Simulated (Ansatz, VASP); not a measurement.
**Two plane-wave programs on Zn**

```
Zn
1.0
    -1.51753    1.51753    1.51753
     1.51753   -1.51753    1.51753
     1.51753    1.51753   -1.51753
Zn
1
Direct
  0.00000 0.00000 0.00000
```

Alike in both runs: task single point; functional PBE; k mesh 18 × 18 × 18; occupations gaussian, width 0.1 eV; no spin polarisation.

|  | VASP | Ansatz |
| --- | --- | --- |
| version | VASP 6.6.1 | Ansatz 0.2.0 |
| potentials or method | VASP PAW PBE potentials, release 64 (Zn), cutoff 520 eV | scalar-relativistic, plane waves, PAW |
| valence electrons in the cell | 12 | 12 |

Ansatz gave:

| Property | Result |
| --- | --- |
| gap on the k mesh at the Fermi level (eV) | none |
| pressure (GPa) | 8.1 |

Task: What did VASP give for the same quantities?

Result: gap on the k mesh at the Fermi level (eV): none; pressure (GPa): 8.4.

A gap of «none» marks a metal or a gap that the smearing closes. With one functional, cell and mesh, what is left measures potentials, basis and numerics.
